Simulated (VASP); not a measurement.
# C (P6_3/mmc) in VASP: further runs

Runs on C. Level: PBEsol. Tasks: single point.

All numbers are computed with VASP 6.6.1; they aren't measurements. Logs are shortened: lines on timing, memory, paths and dates and some standing lists are left out, and cuts for length are marked.

## 1. The cell of the first run

Symmetry: P6_3/mmc, No. 194, hexagonal system. Conventional cell: a = 2.459 Å, b = 2.459 Å, c = 7.293 Å, α = 90.00°, β = 90.00°, γ = 120.00°. C (site symmetry -6m2) has 3 C at 1.42 Å within 1.9 Å. C (site symmetry -6m2) has 3 C at 1.42 Å within 1.9 Å.

## 2. Single point, PBEsol

File INCAR:

```
SYSTEM = C
PREC     = Accurate       ! precision mode
ENCUT    = 520            ! plane-wave cutoff, eV
EDIFF    = 1E-6           ! SCF threshold, eV
ISMEAR   = 0              ! smearing method
SIGMA    = 0.1            ! smearing width, eV
LREAL    = .FALSE.        ! projectors in reciprocal space
LASPH    = .TRUE.         ! aspherical terms in the spheres
NELM     = 60             ! most SCF steps
ALGO     = Normal         ! electronic algorithm
ISIF     = 2              ! what is computed and relaxed
LWAVE    = .FALSE.        ! write WAVECAR
LCHARG   = .FALSE.        ! write CHGCAR
GGA      = PS             ! functional
NBANDS   = 16             ! bands
```

File KPOINTS:

```
regular mesh
0
G
  24 24 8
  0 0 0
```

File POSCAR:

```
C
1.0
    2.4588991103      0.0000000000      0.0000000000
   -1.2294495551      2.1294690949      0.0000000000
    0.0000000000      0.0000000000      7.2934092871
C
4
Direct
    0.0000000000      0.0000000000      0.2500000000
    0.0000000000      0.0000000000      0.7500000000
    0.3333333333      0.6666666667      0.2500000000
    0.6666666667      0.3333333333      0.7500000000
```

Potentials or basis: VASP PAW PBE potentials, release 64 (C).

On the command line:

```sh
cat potpaw_PBE.64/C/POTCAR > POTCAR
mpirun -np 1 vasp_std > vasp.out
```

OUTCAR:

```text
SYSTEM = C
   PREC = Accurate
   ENCUT = 520
   EDIFF = 1E-6
   ISMEAR = 0
   LREAL = .FALSE.
   LASPH = .TRUE.
   NELM = 60
   ISIF = 2
   GGA = PS

 ion  position               nearest neighbor table
   1  0.000  0.000  0.250-   3 1.42   3 1.42   3 1.42
   2  0.000  0.000  0.750-   4 1.42   4 1.42   4 1.42
   3  0.333  0.667  0.250-   1 1.42   1 1.42   1 1.42
   4  0.667  0.333  0.750-   2 1.42   2 1.42   2 1.42

  LATTYP: Found a hexagonal cell.
 ALAT       =     2.4588991103
 C/A-ratio  =     2.9661279133

  Lattice vectors:

 A1 = (   2.4588991103,   0.0000000000,   0.0000000000)
 A2 = (  -1.2294495551,   2.1294690949,   0.0000000000)
 A3 = (   0.0000000000,   0.0000000000,   7.2934092871)

Analysis of symmetry for initial positions (statically):
=====================================================================
 Subroutine PRICEL returns:
 Original cell was already a primitive cell.

 Routine SETGRP: Setting up the symmetry group for a
 hexagonal supercell.

 Subroutine GETGRP returns: Found 24 space group operations
 (whereof 12 operations were pure point group operations)
 out of a pool of 24 trial point group operations.

The static configuration has the point symmetry D_3d.
 The point group associated with its full space group is D_6h.

Analysis of symmetry for dynamics (positions and initial velocities):
=====================================================================
 Subroutine PRICEL returns:
 Original cell was already a primitive cell.

 Routine SETGRP: Setting up the symmetry group for a
 hexagonal supercell.

 Subroutine GETGRP returns: Found 24 space group operations
 (whereof 12 operations were pure point group operations)
 out of a pool of 24 trial point group operations.

The dynamic configuration has the point symmetry D_3d.
 The point group associated with its full space group is D_6h.

 Subroutine INISYM returns: Found 24 space group operations
 (whereof 12 operations are pure point group operations),
 and found     1 'primitive' translations

----------------------------------------------------------------------------------------

                                     Primitive cell

  volume of cell :      38.1894

  direct lattice vectors                    reciprocal lattice vectors
     2.458899110  0.000000000  0.000000000     0.406686064  0.234800308  0.000000000
    -1.229449555  2.129469095  0.000000000     0.000000000  0.469600617  0.000000000
     0.000000000  0.000000000  7.293409287     0.000000000  0.000000000  0.137110089

  length of vectors
     2.458899110  2.458899110  7.293409287     0.469600617  0.469600617  0.137110089

  position of ions in fractional coordinates (direct lattice)
     0.000000000  0.000000000  0.250000000
     0.000000000  0.000000000  0.750000000
     0.333333333  0.666666667  0.250000000
     0.666666667  0.333333333  0.750000000

  ion indices of the primitive-cell ions
   primitive index   ion index
                 1           1
                 2           2
                 3           3
                 4           4

----------------------------------------------------------------------------------------

 KPOINTS: regular mesh

Automatic generation of k-mesh.
 Grid dimensions read from file:
 generate k-points for:   24   24    8

 Generating k-lattice:

  Cartesian coordinates                     Fractional coordinates (reciprocal lattice)
     0.016945253  0.009783346  0.000000000     0.041666667  0.000000000  0.000000000
     0.000000000  0.019566692  0.000000000     0.000000000  0.041666667  0.000000000
     0.000000000  0.000000000  0.017138761     0.000000000  0.000000000  0.125000000

  Length of vectors
     0.019566692  0.019566692  0.017138761

  Shift w.r.t. Gamma in fractional coordinates (k-lattice)
     0.000000000  0.000000000  0.000000000

 Subroutine IBZKPT returns following result:
 ===========================================

 Found    305 irreducible k-points:

 Following reciprocal coordinates:
            Coordinates               Weight
  0.000000  0.000000  0.000000      1.000000
  0.041667 -0.000000  0.000000      6.000000
  0.083333  0.000000  0.000000      6.000000
  0.125000 -0.000000  0.000000      6.000000
  0.166667 -0.000000  0.000000      6.000000
  0.208333 -0.000000  0.000000      6.000000
[... 16 lines left out ...]
  0.416667  0.041667  0.000000     12.000000
  0.458333  0.041667  0.000000     12.000000
 [... further k-points ...]
   k-points           NKPTS =    305   k-points in BZ     NKDIM =    305   number of bands    NBANDS=     16
   number of dos      NEDOS =    301   number of ions     NIONS =      4
   total plane-waves  NPLWV =  17496
   dimension x,y,z NGX =    18 NGY =   18 NGZ =   54
   dimension x,y,z NGXF=    36 NGYF=   36 NGZF=  108
   ions per type =               4
   NGX,Y,Z   is equivalent  to a cutoff of  12.17, 12.17, 12.31 a.u.
   NGXF,Y,Z  is equivalent  to a cutoff of  24.34, 24.34, 24.62 a.u.
 SYSTEM =  C
   PREC   = accura    normal or accurate (medium, high low for compatibility)
   ISTART =      0    job   : 0-new  1-cont  2-samecut
   ICHARG =      2    charge: 1-file 2-atom 10-const
   ISPIN  =      1    spin polarized calculation?
   LNONCOLLINEAR =      F non collinear calculations
   LSORBIT =      F    spin-orbit coupling
   LASPH  =      T    aspherical Exc in radial PAW
   ENCUT  =  520.0 eV  38.22 Ry    6.18 a.u.   4.57  4.57 13.56*2*pi/ulx,y,z
   NELM   =     60;   NELMIN=  2; NELMDL= -5     # of ELM steps
   EDIFF  = 0.1E-05   stopping-criterion for ELM
   LREAL  =      F    real-space projection
   EDIFFG = 0.1E-04   stopping-criterion for IOM
   NSW    =      0    number of steps for IOM
   IBRION =     -1    ionic relax: 0-MD 1-quasi-New 2-CG
   NFREE  =      0    steps in history (QN), initial steepest desc. (CG)
   ISIF   =      2    stress and relaxation
   ISYM   =      2    0-nonsym 1-usesym 2-fastsym
   POTIM  = 0.5000    time-step for ionic-motion
   TEBEG  =    0.0;   TEEND  =   0.0 temperature during run
   PSTRESS=    0.0 pullay stress
   NELECT =      16.0000    total number of electrons
   NUPDOWN=      -1.0000    fix difference up-down
   EMIN   =  10.00;   EMAX   =-10.00  energy-range for DOS
   EFERMI =   0.00;   METHOD = LEGACY
   ISMEAR =     0;   SIGMA  =   0.10  broadening in eV -4-tet -1-fermi 0-gaus
   EFERMI_NEDOS =   21; number of points for ismear=-14 and -15
   IALGO  =     38    algorithm
   IMIX   =      4    mixing-type and parameters
     AMIX     =   0.40;   BMIX     =  1.00
     AMIX_MAG =   1.60;   BMIX_MAG =  1.00
  volume/ion in A,a.u.               =       9.55        64.43
  Fermi-wavevector in a.u.,A,eV,Ry     =   1.224994  2.314903 20.417041  1.500610
  Thomas-Fermi vector in A             =   2.360048
   LORBIT       =      0    0 simple, 1 ext, 2 COOP (PROOUT), +10 PAW based schemes
   GGA     = PS    functional components
   LHFCALC =     F    Hartree Fock is set to
   AEXX    =    0.0000 exact exchange contribution
   IVDW    =     0    specifies the selected vdW correction
   LEPSILON=     F    determine dielectric tensor
   LRPA    =     F    only Hartree local field effects (RPA)
 non-spin polarized calculation
 Gauss-broadening in eV      SIGMA  =   0.10
  energy-cutoff  :      520.00
  volume of cell :       38.19
 maximum number of plane-waves:      1050
   NGX =  9   NGY =  9   NGZ = 27

 number of electron      15.9999994 magnetization

 Free energy of the ion-electron system (eV)
  ---------------------------------------------------
  ext. energy  EPLUGINS =         0.00000000
  ---------------------------------------------------
  free energy    TOTEN  =       -38.58065956 eV

  energy without entropy =      -38.58021109  energy(sigma->0) =      -38.58043533

 E-fermi :   3.9434     XC(G=0):  -9.9713

 val. band max:        3.9410994098   @ k =   0.3333   0.3333   0.5000
 cond. band min:       3.9436372397   @ k =   0.3333   0.3333   0.2500
 fundamental gap:      0.0025378298
 Fermi energy:         3.9433837006

 k-point     1 :       0.0000    0.0000    0.0000
  band No.  band energies     occupation
      1     -15.6704      2.00000
      2     -15.5137      2.00000
      3      -4.3680      2.00000
      4      -3.0796      2.00000
      5       0.9545      2.00000
      6       0.9545      2.00000
[... 8 lines left out ...]
     15      15.4598      0.00000
     16      15.5667      0.00000

 k-point     2 :       0.0417   -0.0000    0.0000
  band No.  band energies     occupation
      1     -15.6289      2.00000
      2     -15.4727      2.00000
      3      -4.3175      2.00000
      4      -3.0313      2.00000
      5       0.7838      2.00000
      6       0.7933      2.00000
[... 8 lines left out ...]
     15      15.3107      0.00000
     16      15.4241      0.00000

 k-point     3 :       0.0833    0.0000    0.0000
  band No.  band energies     occupation
      1     -15.5046      2.00000
      2     -15.3497      2.00000
      3      -4.1662      2.00000
      4      -2.8870      2.00000
      5       0.2981      2.00000
      6       0.3126      2.00000
[... 8 lines left out ...]
     15      14.8761      0.00000
     16      15.0081      0.00000

 k-point     4 :       0.1250   -0.0000    0.0000
  band No.  band energies     occupation
      1     -15.2976      2.00000
      2     -15.1450      2.00000
      3      -3.9149      2.00000
      4      -2.6476      2.00000
      5      -0.4390      2.00000
      6      -0.4177      2.00000
[... 8 lines left out ...]
     15      14.1904      0.00000
     16      14.3613      0.00000

 k-point     5 :       0.1667   -0.0000    0.0000
  band No.  band energies     occupation
      1     -15.0086      2.00000
      2     -14.8591      2.00000
      3      -3.5652      2.00000
      4      -2.3152      2.00000
      5      -1.3540      2.00000
      6      -1.3249      2.00000
[... 8 lines left out ...]
     15      14.8573      0.00000
     16      14.8800      0.00000

 k-point     6 :       0.2083   -0.0000    0.0000
  band No.  band energies     occupation
      1     -14.6386      2.00000
      2     -14.4929      2.00000
      3      -3.1195      2.00000
      4      -2.3820      2.00000
      5      -2.3444      2.00000
      6      -1.8930      2.00000
[... 8 lines left out ...]
     15      16.0822      0.00000
     16      16.1042      0.00000
[... 267 lines left out ...]
 k-point    21 :       0.3333    0.0417    0.0000
  band No.  band energies     occupation
      1     -12.6970      2.00000
      2     -12.5708      2.00000
      3      -6.2274      2.00000
      4      -6.1592      2.00000
      5      -2.1185      2.00000
      6      -2.0940      2.00000
[... 8 lines left out ...]
     15      18.4793      0.00000
     16      20.3669      0.00000

 k-point    22 :       0.3750    0.0417    0.0000
  band No.  band energies     occupation
      1     -11.9876      2.00000
      2     -11.8689      2.00000
      3      -7.2888      2.00000
      4      -7.2123      2.00000
      5      -2.3597      2.00000
      6      -2.3345      2.00000
[... 8 lines left out ...]
     15      17.6451      0.00000
     16      19.3989      0.00000

 k-point    23 :       0.4167    0.0417    0.0000
  band No.  band energies     occupation
      1     -11.2228      2.00000
      2     -11.1137      2.00000
      3      -8.2916      2.00000
      4      -8.2090      2.00000
      5      -2.5232      2.00000
      6      -2.4976      2.00000
[... 8 lines left out ...]
     15      16.6741      0.00000
     16      18.7708      0.00000

 k-point    24 :       0.4583    0.0417    0.0000
  band No.  band energies     occupation
      1     -10.4734      2.00000
      2     -10.3884      2.00000
      3      -9.1449      2.00000
      4      -9.0730      2.00000
      5      -2.6057      2.00000
      6      -2.5799      2.00000
[... 8 lines left out ...]
     15      17.1860      0.00000
     16      18.2576      0.00000

 [... further k-points ...]

------------------------ aborting loop because EDIFF is reached ----------------------------------------

  FORCE on cell =-STRESS in cart. coord.  units (eV):
  Direction    XX          YY          ZZ          XY          YZ          ZX
  --------------------------------------------------------------------------------------
  -------------------------------------------------------------------------------------
  Total        0.2270359      0.2270359     -0.0214044      0.0000000      0.0000000      0.0000000
  in kB        9.5249467      9.5249467     -0.8979883      0.0000000      0.0000000      0.0000000
  external PRESSURE =       6.0506350 kB  Pullay stress =       0.0000000 kB

 VOLUME and BASIS-vectors are now :
 -----------------------------------------------------------------------------
  energy-cutoff  :      520.00
  volume of cell :       38.19
      direct lattice vectors                 reciprocal lattice vectors
     2.458899110  0.000000000  0.000000000     0.406686064  0.234800308  0.000000000
    -1.229449555  2.129469095  0.000000000     0.000000000  0.469600617  0.000000000
     0.000000000  0.000000000  7.293409287     0.000000000  0.000000000  0.137110089

 POSITION                                       TOTAL-FORCE (eV/Angst)
 -----------------------------------------------------------------------------------
      0.00000      0.00000      1.82335         0.000000     -0.000000     -0.000000
      0.00000      0.00000      5.47006        -0.000000      0.000000     -0.000000
     -0.00000      1.41965      1.82335         0.000000      0.000000      0.000000
      1.22945      0.70982      5.47006        -0.000000      0.000000     -0.000000
 -----------------------------------------------------------------------------------
    total drift:                                0.000000     -0.000000      0.000000

  FREE ENERGIE OF THE ION-ELECTRON SYSTEM (eV)
  ---------------------------------------------------
  free  energy   TOTEN  =       -38.5806595603 eV

  energy  without entropy=      -38.5802110911  energy(sigma->0) =      -38.58043533
```

Run time: 2 min. Hardware: 1 thread of Intel Xeon Platinum 8375C at 2.90GHz (Ice Lake), shared host; peak memory 0.24 GiB.

What came out:

| Quantity | Value |
| --- | --- |
| Free energy | -38.5807 eV |
| Pressure | 0.6 GPa |
| Band gap on the k mesh | zero (band 8 reaches 3.95 eV, above the bottom of band 9 at 3.94 eV) |

Levels at points of the mesh, in eV from the Fermi level:
| k point | band 6 | band 7 | band 8 | band 9 | band 10 | band 11 |
| --- | --- | --- | --- | --- | --- | --- |
| (0.00, 0.00, 0.00) | -2.99 | -2.98 | -2.98 | 3.49 | 8.35 | 8.35 |
| (0.50, 0.00, 0.00) | -6.40 | -2.62 | -2.19 | 1.47 | 1.97 | 7.34 |
| (0.00, 0.00, 0.50) | -2.99 | -2.99 | -2.99 | 5.55 | 5.55 | 8.36 |
| (0.50, 0.00, 0.50) | -6.41 | -2.38 | -2.38 | 1.63 | 1.63 | 7.44 |

Caveat: the PAW data sets were made with another functional, which shifts forces and pressure a little; this functional lacks dispersion, which binds the layers, so the pressure and a relaxed spacing across them are unreliable.

(Part 1 of 3 ends here.)
